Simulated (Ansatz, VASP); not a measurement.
# AlN in VASP and in Ansatz

```xyz
2
Lattice="0.0000 2.1710 2.1710 2.1710 0.0000 2.1710 2.1710 2.1710 0.0000" Properties=species:S:1:pos:R:3 pbc="T T T"
Al    0.0000    0.0000    0.0000
N     1.0855    1.0855    1.0855
```

Alike in both runs: task single point; functional LDA; k mesh 8 × 8 × 8; no spin polarisation.

|  | VASP | Ansatz |
| --- | --- | --- |
| version | VASP 6.6.1 | Ansatz 0.2.0 |
| potentials or method | VASP PAW LDA potentials, release 64 (Al, N), cutoff 600 eV | scalar-relativistic, plane waves, PAW |
| occupations | gaussian, width 0.01 eV | fixed |
| valence electrons in the cell | 8 | 8 |

VASP gave:

```
gap on the k mesh at the Fermi level (eV) : 3.23
least direct gap on the mesh (eV)         : 4.39
pressure (GPa)                            : 0.6
```

Estimate Ansatz's values.

gap on the k mesh at the Fermi level (eV): 3.25; least direct gap on the mesh (eV): 4.39; pressure (GPa): 0.0.

Ansatz warns that its potentials were made for another functional, while VASP's fit it. LDA's correlation is that of Perdew and Zunger in VASP and of Perdew and Wang (1992) in Ansatz.
